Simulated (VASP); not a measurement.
# MoS2 (R-3m) in VASP: a series of runs, part 2 of 2

VASP 6.6.1. Earlier steps stand in the parts before.

## 3. Single point, PBE

This run uses another cell than the first one, of 15.78 Å³/atom.

INCAR

```
ALGO     = Normal         # electronic algorithm
EDIFF    = 1E-7           # SCF threshold, eV
ENCUT    = 520            # plane-wave cutoff, eV
GGA      = PE             # functional
ISIF     = 2              # what is computed and relaxed
ISMEAR   = -1             # smearing method
LASPH    = T              # aspherical terms in the spheres
LCHARG   = T              # write CHGCAR
LELF     = T              # ELF
LREAL    = F              # projectors in reciprocal space
LVHAR    = T            
LWAVE    = F              # write WAVECAR
NBANDS   = 20             # bands
NELM     = 80             # most SCF steps
PREC     = Accurate       # precision mode
SIGMA    = 0.05           # smearing width, eV
```

KPOINTS

```
k-points
0
Gamma
  12 12 12
```

POSCAR

```
MoS2
1.0
    1.5410930129      0.8897504658      5.7537924392
   -1.5410930129      0.8897504658      5.7537924392
    0.0000000000     -1.7795009317      5.7537924392
Mo S
1 2
Direct
    0.0000000000      0.0000000000      0.0000000000
    0.7601331523      0.7601331523      0.7601331523
    0.2398668477      0.2398668477      0.2398668477
```

Potentials or basis: VASP PAW PBE potentials, release 64 (Mo_sv, S).

Run with:

```
cat potpaw_PBE.64/Mo_sv/POTCAR potpaw_PBE.64/S/POTCAR > POTCAR
mpirun -np 1 vasp_std > vasp.out
```

Run time: 4.1 min. Hardware: 1 thread of Intel Xeon 6975P-C (Granite Rapids), shared host; peak memory 0.41 GiB.

The run converged. Its results:

* Free energy: -20.8033 eV
* Pressure: 9.9 GPa
* Largest force: 0.014 eV/Å
* Band gap on the k mesh: zero (bands 13 and 14 overlap by 0.44 eV)

Forces in eV/Å, atoms in the order of the input:
```
Mo   0.000  0.000  0.000
S    0.000  0.000 -0.014
S    0.000  0.000  0.014
```

Levels at points of the mesh, in eV from the Fermi level:
```
           k point  band 9  band 10  band 11  band 12  band 13  band 14  band 15  band 16  band 17  band 18
(0.00, 0.00, 0.00)   -3.63    -1.77    -1.04    -0.73    -0.73     0.27     0.27     3.21     3.21     6.40
(0.50, 0.00, 0.00)   -5.70    -4.04    -2.64    -2.06    -1.08     1.63     2.38     2.99     4.12     5.52
(0.50, 0.50, 0.00)   -4.48    -3.81    -2.82    -2.75    -1.74     1.63     1.89     4.05     4.77     5.20
(0.50, 0.50, 0.50)   -3.57    -3.57    -0.69    -0.69    -0.06    -0.06     0.04     3.53     3.53     6.77
```

Caveat: the cell stands under pressure.

## 4. Single point, PBE

This run uses another cell than the first one, of 16.75 Å³/atom.

INCAR

```
SYSTEM = MoS2
PREC = Accurate
ENCUT = 520
EDIFF = 1E-6
ISMEAR = -1
SIGMA = 0.05
LREAL = .FALSE.
LASPH = .TRUE.
NELM = 100
ALGO = Normal
ISIF = 2
LWAVE = .FALSE.
LCHARG = .FALSE.
GGA = PE
NBANDS = 20
```

KPOINTS

```
regular mesh
0
G
  12 12 12
  0 0 0
```

POSCAR

```
MoS2
1.0
    1.5637681150      0.9028419422      5.9312320824
   -1.5637681150      0.9028419422      5.9312320824
    0.0000000000     -1.8056838843      5.9312320824
Mo S
1 2
Direct
    0.0000000000      0.0000000000      0.0000000000
    0.7568110426      0.7568110426      0.7568110426
    0.2431889574      0.2431889574      0.2431889574
```

Run with:

```
cat potpaw_PBE.64/Mo_sv/POTCAR potpaw_PBE.64/S/POTCAR > POTCAR
mpirun -np 1 vasp_std > vasp.out
```

It took 3.8 min on 1 thread of Intel Xeon 6975P-C (Granite Rapids), shared host; peak memory 0.42 GiB.

The run converged. Its results:

| Item | Value |
| --- | --- |
| Free energy | -20.9369 eV |
| Pressure | 4.9 GPa |
| Largest force | 0.012 eV/Å |
| Band gap on the k mesh | zero (bands 13 and 14 overlap by 0.48 eV) |

Forces on the atoms (eV/Å):
```
Mo   0.000  0.000  0.000
S    0.000  0.000 -0.012
S    0.000  0.000  0.012
```

Levels at points of the mesh, in eV from the Fermi level:
```
           k point  band 10  band 11  band 12  band 13  band 14  band 15  band 16  band 17
(0.00, 0.00, 0.00)    -1.59    -1.38    -0.79    -0.79     0.08     0.08     3.18     3.18
(0.50, 0.00, 0.00)    -4.02    -2.72    -2.01    -1.25     1.40     2.18     3.08     3.99
(0.50, 0.50, 0.00)    -3.87    -2.83    -2.51    -1.69     1.40     1.81     3.82     4.72
(0.50, 0.50, 0.50)    -3.65    -0.77    -0.77    -0.13    -0.13    -0.10     3.40     3.40
```

Caveat: the cell stands under pressure.

## 5. Single point, PBE

This run uses another cell than the first one, of 19.74 Å³/atom.

INCAR

```
SYSTEM = MoS2
PREC     = Accurate       ! precision mode
ENCUT    = 520            ! plane-wave cutoff, eV
EDIFF    = 1E-7           ! SCF threshold, eV
ISMEAR   = -1             ! smearing method
SIGMA    = 0.05           ! smearing width, eV
LREAL    = .FALSE.        ! projectors in reciprocal space
LASPH    = .TRUE.         ! aspherical terms in the spheres
NELM     = 100            ! most SCF steps
ALGO     = Normal         ! electronic algorithm
ISIF     = 2              ! what is computed and relaxed
LWAVE    = .FALSE.        ! write WAVECAR
LCHARG   = .FALSE.        ! write CHGCAR
GGA      = PE             ! functional
NBANDS   = 20             ! bands
```

KPOINTS is that of step 4.

POSCAR

```
MoS2
1.0
    1.5948919339      0.9208112874      6.7220110414
   -1.5948919339      0.9208112874      6.7220110414
    0.0000000000     -1.8416225747      6.7220110414
Mo S
1 2
Direct
    0.0000000000      0.0000000000      0.0000000000
    0.7453384049      0.7453384049      0.7453384049
    0.2546615951      0.2546615951      0.2546615951
```

Potentials or basis: VASP PAW PBE potentials, release 64 (Mo_sv, S).

Run with:

```
cat potpaw_PBE.64/Mo_sv/POTCAR potpaw_PBE.64/S/POTCAR > POTCAR
mpirun -np 1 vasp_std > vasp.out
```

OUTCAR:

```text
SYSTEM = MoS2
   PREC = Accurate
   ENCUT = 520
   EDIFF = 1E-7
   ISMEAR = -1
   LREAL = .FALSE.
   LASPH = .TRUE.
   NELM = 100
   ISIF = 2
   GGA = PE

 ion  position               nearest neighbor table
   1  0.000  0.000  0.000-   2 2.43   3 2.43   2 2.43   2 2.43   3 2.43   3 2.43
   2  0.745  0.745  0.745-   1 2.43   1 2.43   1 2.43
   3  0.255  0.255  0.255-   1 2.43   1 2.43   1 2.43

  LATTYP: Found a trigonal (rhomboedric) cell.
 ALAT       =     6.9697206650
 COS(alpha) =     0.8952722499

  Lattice vectors:

 A1 = (   1.5948919339,   0.9208112874,   6.7220110414)
 A2 = (  -1.5948919339,   0.9208112874,   6.7220110414)
 A3 = (   0.0000000000,  -1.8416225747,   6.7220110414)

Analysis of symmetry for initial positions (statically):
=====================================================================
 Subroutine PRICEL returns:
 Original cell was already a primitive cell.

 Routine SETGRP: Setting up the symmetry group for a
 trigonal (rhombohedral) supercell.

 Subroutine GETGRP returns: Found 12 space group operations
 (whereof 12 operations were pure point group operations)
 out of a pool of 12 trial point group operations.

The static configuration has the point symmetry D_3d.
[... 162 lines left out ...]

 E-fermi :   6.4668     XC(G=0): -10.1630

 val. band max:        6.4613186679   @ k =  -0.1667   0.4167   0.0833
 cond. band min:       6.4798426709   @ k =   0.5000   0.3333   0.1667
 fundamental gap:      0.0185240031
 Fermi energy:         6.4667656388

 k-point     1 :       0.0000    0.0000    0.0000
  band No.  band energies     occupation
      1     -55.3266      2.00000
      2     -29.3694      2.00000
      3     -29.3017      2.00000
      4     -29.3017      2.00000
      5      -8.3574      2.00000
      6      -7.1086      2.00000
[... 541 lines left out ...]
     19      13.7800      0.00000
     20      14.9639      0.00000

 [... further k-points ...]

------------------------ aborting loop because EDIFF is reached ----------------------------------------

  FORCE on cell =-STRESS in cart. coord.  units (eV):
  Direction    XX          YY          ZZ          XY          YZ          ZX
  --------------------------------------------------------------------------------------
  -------------------------------------------------------------------------------------
  Total       -0.0314107     -0.0314107     -0.0370293      0.0000000     -0.0000000      0.0000000
  in kB       -0.8496404     -0.8496404     -1.0016207      0.0000000     -0.0000000      0.0000000
  external PRESSURE =      -0.9003005 kB  Pullay stress =       0.0000000 kB

 VOLUME and BASIS-vectors are now :
 -----------------------------------------------------------------------------
  energy-cutoff  :      520.00
  volume of cell :       59.23
      direct lattice vectors                 reciprocal lattice vectors
     1.594891934  0.920811287  6.722011041     0.313500864  0.180999808  0.049588335
    -1.594891934  0.920811287  6.722011041    -0.313500864  0.180999808  0.049588335
     0.000000000 -1.841622575  6.722011041     0.000000000 -0.361999617  0.049588335

 POSITION                                       TOTAL-FORCE (eV/Angst)
 -----------------------------------------------------------------------------------
      0.00000      0.00000      0.00000         0.000000      0.000000      0.000000
      0.00000      0.00000     15.03052        -0.000000     -0.000000     -0.007556
      0.00000      0.00000      5.13551        -0.000000      0.000000      0.007556
 -----------------------------------------------------------------------------------
    total drift:                                0.000000      0.000000      0.000000

  FREE ENERGIE OF THE ION-ELECTRON SYSTEM (eV)
  ---------------------------------------------------
  free  energy   TOTEN  =       -21.0258569485 eV

  energy  without entropy=      -21.0114130283  energy(sigma->0) =      -21.01863499
```

It took 9.4 min on 1 thread of Intel Xeon 6975P-C (Granite Rapids), shared host; peak memory 0.51 GiB.

What came out:

```
Free energy            : -21.0259 eV
Pressure               : -0.1 GPa
Largest force          : 0.008 eV/Å
Band gap on the k mesh : zero (bands 13 and 14 overlap by 0.65 eV)
```

Forces in eV/Å, atoms in the order of the input:
```
Mo   0.000  0.000  0.000
S    0.000  0.000 -0.008
S    0.000  0.000  0.008
```

## 6. The runs side by side

| cell | gap on the mesh (eV) | pressure (GPa) | largest force (eV/Å) |
| --- | --- | --- | --- |
| a = 5.828 Å, angles 30.0°, 3 atoms, atomic positions A | none | 19.9 | 0.02 |
| a = 6.023 Å, angles 29.7°, 3 atoms, atomic positions B | none | 9.9 | 0.01 |
| a = 6.200 Å, angles 29.2°, 3 atoms, atomic positions C | none | 4.9 | 0.01 |
| a = 6.970 Å, angles 26.5°, 3 atoms, atomic positions D | none | -0.1 | 0.01 |

Alike in all rows: task single point; level PBE; potentials or basis VASP PAW PBE potentials, release 64 (Mo_sv, S); no spin polarisation; k mesh 12 × 12 × 12; cutoff (eV) 520; smearing fermi-dirac 0.05 eV.

Caveats: the cell stands under pressure (at least some runs).

Total energies depend on the potentials used, so only differences within one code and one set of settings carry meaning.
